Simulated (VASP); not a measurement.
NbTe:

```
Nb Te
1.0
     3.70297    0.00000    0.00000
    -1.85149    3.20687    0.00000
     0.00000    0.00000    3.69421
Nb Te
1 1
Direct
  0.00000 0.00000 0.50000
  0.66667 0.33333 0.00000
```

Base run:

- Program: VASP 6.6.1
- Functional: PBE
- Dispersion: D4
- Potentials or basis: VASP PAW PBE potentials, release 64 (Nb_sv, Te)
- Cutoff: 520 eV
- k mesh: 8 × 8 × 7
- Occupations: fermi-dirac, width 0.1 eV
- Spin: no spin polarisation

Its results: pressure -4.0 GPa.

Question: The run is repeated on the same cell with these changes: dispersion from D4 to none; further incar settings from ALGO = Normal; EDIFF = 1e-07; NBANDS = 16 to ALGO = Normal; EDIFF = 1e-06; NBANDS = 16. What comes out?

Answer: Pressure -0.7 GPa.

Caveats: pairwise dispersion overbinds metals, which lowers pressure and volume (some runs).
